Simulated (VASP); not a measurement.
Write the native input for VASP 6.6.1 that does the following.

```yaml
Task: single point
Functional: PBE
Potentials_or_basis: VASP PAW PBE potentials, release 64 (Cu)
Cutoff: 520 eV
k_mesh: 26 × 26 × 26
Occupations: fermi-dirac, width 0.0612256 eV
Spin: no spin polarisation
Dipole_correction: no
Further_INCAR_settings: ALGO = Normal; EDIFF = 1e-06; NBANDS = 12
```

The structure of Cu lies in POSCAR:

```
Cu
1.0
    0.0000000000      1.8029504109      1.8029504109
    1.8029504109      0.0000000000      1.8029504109
    1.8029504109      1.8029504109      0.0000000000
Cu
1
Direct
    0.0000000000      0.0000000000      0.0000000000
```

One way to write it, as run:

INCAR

```
  PREC = Accurate
  ENCUT = 520
  EDIFF = 1E-6
  ISMEAR = -1
  SIGMA = 0.06122561905347299
  LREAL = False
  LASPH = True
  NELM = 60
  ALGO = Normal
  ISIF = 2
  LWAVE = False
  LCHARG = False
  GGA = PE
  NBANDS = 12
```

KPOINTS

```
Automatic mesh
0
Gamma
  26 26 26
```

Potentials or basis: VASP PAW PBE potentials, release 64 (Cu).

Command:

```console
$ cat potpaw_PBE.64/Cu/POTCAR > POTCAR
$ mpirun -np 1 vasp_std > vasp.out
```

Results of the run:

```
Pressure : 3.5 GPa
```

Wall time 41 s on 1 thread of Intel Xeon 6975P-C, on a shared host, peak memory 0.18 GiB.
